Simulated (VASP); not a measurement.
# Sr4NCl8 (a cell with a defect) in VASP: single point with PBE+D3(BJ)

Aim: the single point of Sr4NCl8 (a cell with a defect) with PBE+D3(BJ).

Program: VASP 6.6.1. These are calculated values, not measurements. Logs are shortened: lines on timing, memory, paths and dates and some standing lists are left out, and cuts for length are marked.

## 1. The cell of the first run

The cell holds a defect, 13 atoms: a = 6.971 Å, b = 6.971 Å, c = 6.971 Å, α = 90.00°, β = 90.00°, γ = 90.00°.

## 2. Single point, PBE+D3(BJ), collinear spin, ferromagnetic start

INCAR

```
PREC = Accurate ; ENCUT = 520
EDIFF = 1E-6 ; ISMEAR = -1
SIGMA = 0.05 ; LREAL = False
LASPH = True ; NELM = 150
ALGO = Normal ; ISIF = 2
LWAVE = False ; LCHARG = True
ISPIN = 2 ; MAGMOM = 0 0 0 0 0 0 0 0 0 0 0 0 1
LORBIT = 11 ; GGA = PE
IVDW = 12 ; LVHAR = True
NBANDS = 66 ; KPAR = 2
```

KPOINTS

```
Automatic mesh
0
Gamma
  2 2 2
```

POSCAR

```
Sr4NCl8
1.0
    6.9710000000      0.0000000000      0.0000000000
    0.0000000000      6.9710000000      0.0000000000
    0.0000000000      0.0000000000      6.9710000000
Sr Cl N
4 8 1
Direct
    0.0091424942      0.0006739719     -0.0005646356
    0.5096479232      0.5007128840     -0.0006062174
    0.5090054606      0.0006617171      0.4994371308
    0.0091411194      0.5006635018      0.4994269995
    0.2615431051      0.2530984316      0.2470016702
    0.7571326453      0.7486579991      0.7514428551
    0.7571001861      0.7486387019      0.2473921070
    0.2615245990      0.2530777315      0.7518404335
    0.7570939898      0.2527122159      0.7514659260
    0.2615208850      0.7482640542      0.2470271530
    0.2614983977      0.7482964599      0.7518033489
    0.7570573424      0.2527373926      0.2473631615
    0.0129280521      0.0010330385      0.4991200674
```

Potentials or basis: VASP PAW PBE potentials, release 64 (Sr_sv, Cl, N).

The run is started by

```bash
$ cat potpaw_PBE.64/Sr_sv/POTCAR potpaw_PBE.64/Cl/POTCAR potpaw_PBE.64/N/POTCAR > POTCAR
$ mpirun -np 4 vasp_std > vasp.out
```

OUTCAR:

```text
PREC = Accurate
   ENCUT = 520
   EDIFF = 1E-6
   ISMEAR = -1
   LREAL = False
   LASPH = True
   NELM = 150
   ISIF = 2
   ISPIN = 2
   LORBIT = 11
   GGA = PE
   IVDW = 12
 IVDW          = 12

 ion  position               nearest neighbor table
   1  0.009  0.001  0.999-   6 3.03   7 3.03   9 3.03  12 3.03  11 3.03  10 3.03   8 3.03   5 3.03
                             2 4.93   2 4.93   3 4.93   3 4.93   4 4.93   4 4.93   4 4.93   4 4.93
   2  0.510  0.501  0.999-  10 2.99   8 2.99  11 2.99   5 2.99  12 2.99   9 2.99   7 2.99   6 2.99
                             1 4.93   4 4.93   4 4.93   1 4.93   3 4.93   3 4.93   3 4.93   3 4.93
   3  0.509  0.001  0.499-   6 3.03   7 3.03   9 3.03  12 3.03  11 3.03  10 3.03   8 3.03   5 3.03
                             1 4.93   4 4.93   1 4.93   4 4.93   2 4.93   2 4.93   2 4.93   2 4.93
   4  0.009  0.501  0.499-   6 3.03   9 3.03   7 3.03  12 3.03  11 3.03  10 3.03   8 3.03   5 3.03
                             2 4.93   2 4.93   3 4.93   3 4.93   1 4.93   1 4.93   1 4.93   1 4.93
   5  0.262  0.253  0.247-   2 2.99   3 3.03   1 3.03   4 3.03
   6  0.757  0.749  0.751-   2 2.99   1 3.03   4 3.03   3 3.03
   7  0.757  0.749  0.247-   2 2.99   1 3.03   4 3.03   3 3.03
   8  0.262  0.253  0.752-   2 2.99   3 3.03   1 3.03   4 3.03
   9  0.757  0.253  0.751-   2 2.99   4 3.03   1 3.03   3 3.03
  10  0.262  0.748  0.247-   2 2.99   3 3.03   4 3.03   1 3.03
  11  0.261  0.748  0.752-   2 2.99   3 3.03   1 3.03   4 3.03
  12  0.757  0.253  0.247-   2 2.99   4 3.03   1 3.03   3 3.03
  13  0.013  0.001  0.499-

  LATTYP: Found a simple cubic cell.
 ALAT       =     6.9710000000

  Lattice vectors:

 A1 = (   6.9710000000,   0.0000000000,   0.0000000000)
 A2 = (   0.0000000000,   6.9710000000,   0.0000000000)
 A3 = (   0.0000000000,   0.0000000000,   6.9710000000)

Analysis of symmetry for initial positions (statically):
=====================================================================
 Subroutine PRICEL returns:
 Original cell was already a primitive cell.

 Routine SETGRP: Setting up the symmetry group for a
 simple cubic supercell.

 Subroutine GETGRP returns: Found  1 space group operations
 (whereof  1 operations were pure point group operations)
 out of a pool of 48 trial point group operations.

The static configuration has the point symmetry C_1 .

Analysis of symmetry for dynamics (positions and initial velocities):
=====================================================================
 Subroutine PRICEL returns:
 Original cell was already a primitive cell.

 Routine SETGRP: Setting up the symmetry group for a
 simple cubic supercell.

 Subroutine GETGRP returns: Found  1 space group operations
 (whereof  1 operations were pure point group operations)
 out of a pool of 48 trial point group operations.

The dynamic configuration has the point symmetry C_1 .

Analysis of structural, dynamic, and magnetic symmetry:
=====================================================================
 Subroutine PRICEL returns:
 Original cell was already a primitive cell.

 Routine SETGRP: Setting up the symmetry group for a
 simple cubic supercell.

 Subroutine GETGRP returns: Found  1 space group operations
 (whereof  1 operations were pure point group operations)
 out of a pool of 48 trial point group operations.

The overall configuration has the point symmetry C_1 .

 Subroutine INISYM returns: Found  1 space group operations
 (whereof  1 operations are pure point group operations),
 and found     1 'primitive' translations

----------------------------------------------------------------------------------------

                                     Primitive cell

  volume of cell :     338.7546

  direct lattice vectors                    reciprocal lattice vectors
     6.971000000  0.000000000  0.000000000     0.143451442  0.000000000  0.000000000
     0.000000000  6.971000000  0.000000000     0.000000000  0.143451442  0.000000000
     0.000000000  0.000000000  6.971000000     0.000000000  0.000000000  0.143451442

  length of vectors
     6.971000000  6.971000000  6.971000000     0.143451442  0.143451442  0.143451442

  position of ions in fractional coordinates (direct lattice)
     0.009142494  0.000673972  0.999435364
     0.509647923  0.500712884  0.999393783
[... 84 lines left out ...]
   EDIFFG = 0.1E-04   stopping-criterion for IOM
   NSW    =      0    number of steps for IOM
   IBRION =     -1    ionic relax: 0-MD 1-quasi-New 2-CG
   NFREE  =      0    steps in history (QN), initial steepest desc. (CG)
   ISIF   =      2    stress and relaxation
   ISYM   =      2    0-nonsym 1-usesym 2-fastsym
   POTIM  = 0.5000    time-step for ionic-motion
   TEBEG  =    0.0;   TEEND  =   0.0 temperature during run
   PSTRESS=    0.0 pullay stress
   NELECT =     101.0000    total number of electrons
   NUPDOWN=      -1.0000    fix difference up-down
   EMIN   =  10.00;   EMAX   =-10.00  energy-range for DOS
   EFERMI =   0.00;   METHOD = LEGACY
   ISMEAR =    -1;   SIGMA  =   0.05  broadening in eV -4-tet -1-fermi 0-gaus
   EFERMI_NEDOS =   21; number of points for ismear=-14 and -15
   IALGO  =     38    algorithm
   IMIX   =      4    mixing-type and parameters
     AMIX     =   0.40;   BMIX     =  1.00
     AMIX_MAG =   1.60;   BMIX_MAG =  1.00
  volume/ion in A,a.u.               =      26.06       175.85
  Fermi-wavevector in a.u.,A,eV,Ry     =   1.093671  2.066739 16.274163  1.196117
  Thomas-Fermi vector in A             =   2.229961
   LORBIT       =     11    0 simple, 1 ext, 2 COOP (PROOUT), +10 PAW based schemes
   GGA     = PE    functional components
   LHFCALC =     F    Hartree Fock is set to
   AEXX    =    0.0000 exact exchange contribution
   IVDW    =    12    specifies the selected vdW correction
   LEPSILON=     F    determine dielectric tensor
   LRPA    =     F    only Hartree local field effects (RPA)
 spin polarized calculation
  energy-cutoff  :      520.00
  volume of cell :      338.75
 maximum number of plane-waves:      9124
 NGX is ok and might be reduce to    54
   NGX = 25   NGY = 25   NGZ = 25

 number of electron     101.0000002 magnetization       2.9999754

 Free energy of the ion-electron system (eV)
  ---------------------------------------------------
  ext. energy  EPLUGINS =         0.00000000
  ---------------------------------------------------
  free energy    TOTEN  =       -54.05497336 eV

  energy without entropy =      -54.05497336  energy(sigma->0) =      -54.05497336

 E-fermi :   1.7386     XC(G=0):  -8.5416

 val. band max:        0.4690911700   @ k =   0.5000   0.5000   0.0000
 cond. band min:       2.9369417674   @ k =   0.5000   0.0000   0.0000
 fundamental gap:      2.4678505974
 Fermi energy:         1.7386138835

 spin component 1

 k-point     1 :       0.0000    0.0000    0.0000
  band No.  band energies     occupation
      1     -32.5295      1.00000
      2     -32.5264      1.00000
      3     -32.5262      1.00000
      4     -32.3694      1.00000
      5     -14.8469      1.00000
      6     -14.8468      1.00000
[... 509 lines left out ...]
     61       7.8709      0.00000
     62       7.9802      0.00000
 Fermi energy:         1.7386138835

 spin component 2

 k-point     1 :       0.0000    0.0000    0.0000
  band No.  band energies     occupation
      1     -32.5295      1.00000
      2     -32.5264      1.00000
      3     -32.5262      1.00000
      4     -32.3620      1.00000
      5     -14.8406      1.00000
      6     -14.8406      1.00000
[... 509 lines left out ...]
     61       7.8766      0.00000
     62       8.0856      0.00000
 [bands above 62 left out]

------------------------ aborting loop because EDIFF is reached ----------------------------------------

 Edisp (eV)   -2.91468

 E8    (eV) :    -1.2449

  FORCE on cell =-STRESS in cart. coord.  units (eV):
  Direction    XX          YY          ZZ          XY          YZ          ZX
  --------------------------------------------------------------------------------------
  -------------------------------------------------------------------------------------
  Total       0.78078     0.78152     0.78153     0.00031    -0.00002    -0.00027
  in kB       3.69277     3.69629     3.69632     0.00149    -0.00007    -0.00127
  external pressure =        3.70 kB  Pullay stress =        0.00 kB

 VOLUME and BASIS-vectors are now :
 -----------------------------------------------------------------------------
  energy-cutoff  :      520.00
  volume of cell :      338.75
      direct lattice vectors                 reciprocal lattice vectors
     6.971000000  0.000000000  0.000000000     0.143451442  0.000000000  0.000000000
     0.000000000  6.971000000  0.000000000     0.000000000  0.143451442  0.000000000
     0.000000000  0.000000000  6.971000000     0.000000000  0.000000000  0.143451442

 POSITION                                       TOTAL-FORCE (eV/Angst)
 -----------------------------------------------------------------------------------
      0.06373      0.00470      6.96706         0.002694      0.000218      0.000079
      3.55276      3.49047      6.96677         0.000879      0.000061     -0.000054
      3.54828      0.00461      3.48158        -0.000088      0.000381     -0.000329
      0.06372      3.49013      3.48151         0.002704     -0.000090     -0.000190
      1.82322      1.76435      1.72185         0.000993     -0.001406      0.001441
      5.27797      5.21889      5.23831         0.001685     -0.000059      0.000079
      5.27775      5.21876      1.72457         0.001815     -0.000048     -0.000259
      1.82309      1.76420      5.24108         0.000910     -0.001402     -0.001775
      5.27770      1.76166      5.23847         0.001842      0.000280      0.000065
      1.82306      5.21615      1.72203         0.000908      0.001792      0.001417
      1.82291      5.21637      5.24082         0.000908      0.001690     -0.001661
      5.27745      1.76183      1.72437         0.001996      0.000245     -0.000233
      0.09012      0.00720      3.47937        -0.017245     -0.001662      0.001421
 -----------------------------------------------------------------------------------
    total drift:                                0.000066     -0.000044      0.000028

  FREE ENERGIE OF THE ION-ELECTRON SYSTEM (eV)
  ---------------------------------------------------
  free  energy   TOTEN  =       -56.9696511162 eV

  energy  without entropy=      -56.9696511162  energy(sigma->0) =      -56.96965112

 total charge

# of ion       s       p       d       tot
------------------------------------------
    1        1.996   5.774   0.150   7.921
    2        1.998   5.779   0.163   7.940
    3        1.996   5.774   0.150   7.921
    4        1.996   5.774   0.150   7.921
    5        1.593   3.583   0.000   5.176
    6        1.593   3.584   0.000   5.177
    7        1.593   3.584   0.000   5.177
    8        1.593   3.583   0.000   5.176
    9        1.593   3.584   0.000   5.177
   10        1.593   3.583   0.000   5.176
   11        1.593   3.583   0.000   5.176
   12        1.593   3.583   0.000   5.177
   13        1.365   1.945   0.000   3.311
--------------------------------------------------
tot         22.098  53.713   0.614  76.426

 magnetization (x)

# of ion       s       p       d       tot
------------------------------------------
    1       -0.000   0.000   0.000   0.000
    2        0.001   0.003   0.006   0.010
    3       -0.000   0.000   0.000   0.000
    4       -0.000   0.000   0.000   0.000
    5        0.002   0.028   0.000   0.030
    6        0.002   0.026   0.000   0.027
    7        0.002   0.026   0.000   0.027
    8        0.002   0.028   0.000   0.030
    9        0.002   0.026   0.000   0.028
   10        0.002   0.028   0.000   0.030
   11        0.002   0.028   0.000   0.029
   12        0.002   0.026   0.000   0.028
   13        0.037   1.786   0.000   1.824
--------------------------------------------------
tot          0.052   2.004   0.007   2.063
```

It took 1.7 min on 4 MPI ranks of Intel Xeon 6975P-C (Granite Rapids), shared host; peak memory 0.42 GiB.

Results:

```yaml
Free_energy: -56.9697 eV
Pressure: 0.4 GPa
Largest_force: 0.017 eV/Å
Band_gap_on_the_k_mesh: 2.47 eV
Net_moment: 3.00 μB per cell
Site_moments: Sr +0.00, +0.01 (each value once); Cl +0.03; N +1.82 μB
Valence_electrons_inside_the_program's_atomic_spheres: Sr 7.92, 7.94 (each value once); Cl 5.18; N 3.31
Dispersion_energy_per_atom: -0.224 eV
```

Forces on the atoms (eV/Å):
```
Sr   0.003  0.000  0.000
Sr   0.001  0.000  0.000
Sr   0.000  0.000  0.000
Sr   0.003  0.000  0.000
Cl   0.001 -0.001  0.001
Cl   0.002  0.000  0.000
Cl   0.002  0.000  0.000
Cl   0.001 -0.001 -0.002
Cl   0.002  0.000  0.000
Cl   0.001  0.002  0.001
Cl   0.001  0.002 -0.002
Cl   0.002  0.000  0.000
N   -0.017 -0.002  0.001
```

Levels at points of the mesh, in eV from the valence-band top:
Spin up:
```tsv
k point	band 49	band 50	band 51	band 52	band 53	band 54	band 55	band 56
(0.00, 0.00, 0.00)	-0.15	-0.14	-0.09	-0.09	5.29	5.41	5.41	5.94
(0.50, 0.00, 0.00)	-0.23	-0.20	-0.19	-0.19	5.96	6.17	6.26	6.30
(0.00, 0.50, 0.00)	-0.23	-0.20	-0.19	-0.18	5.96	6.17	6.26	6.30
(0.00, 0.00, 0.50)	-0.23	-0.20	-0.19	-0.18	5.96	6.17	6.26	6.30
(0.50, 0.50, 0.00)	-0.39	-0.30	-0.30	0.00	6.19	6.21	6.21	6.61
(0.00, 0.50, 0.50)	-0.39	-0.30	-0.30	0.00	6.19	6.21	6.21	6.61
(0.50, 0.00, 0.50)	-0.39	-0.30	-0.30	0.00	6.19	6.21	6.21	6.61
(0.50, 0.50, 0.50)	-1.10	-0.31	-0.31	-0.31	6.63	6.63	6.63	6.64
```
Spin down:
```csv
k point,band 47,band 48,band 49,band 50,band 51,band 52
"(0.00, 0.00, 0.00)",-0.08,-0.08,-0.08,2.73,2.74,2.74
"(0.50, 0.00, 0.00)",-0.38,-0.19,-0.18,2.47,2.73,2.73
"(0.00, 0.50, 0.00)",-0.38,-0.19,-0.18,2.47,2.73,2.73
"(0.00, 0.00, 0.50)",-0.38,-0.19,-0.18,2.47,2.73,2.73
"(0.50, 0.50, 0.00)",-0.36,-0.36,-0.35,2.68,2.68,2.88
"(0.00, 0.50, 0.50)",-0.36,-0.36,-0.35,2.68,2.68,2.88
"(0.50, 0.00, 0.50)",-0.36,-0.36,-0.35,2.68,2.68,2.88
"(0.50, 0.50, 0.50)",-1.09,-1.09,-0.97,2.68,2.68,2.68
```

Caveat: the k points lie up to 0.45 Å⁻¹ apart.
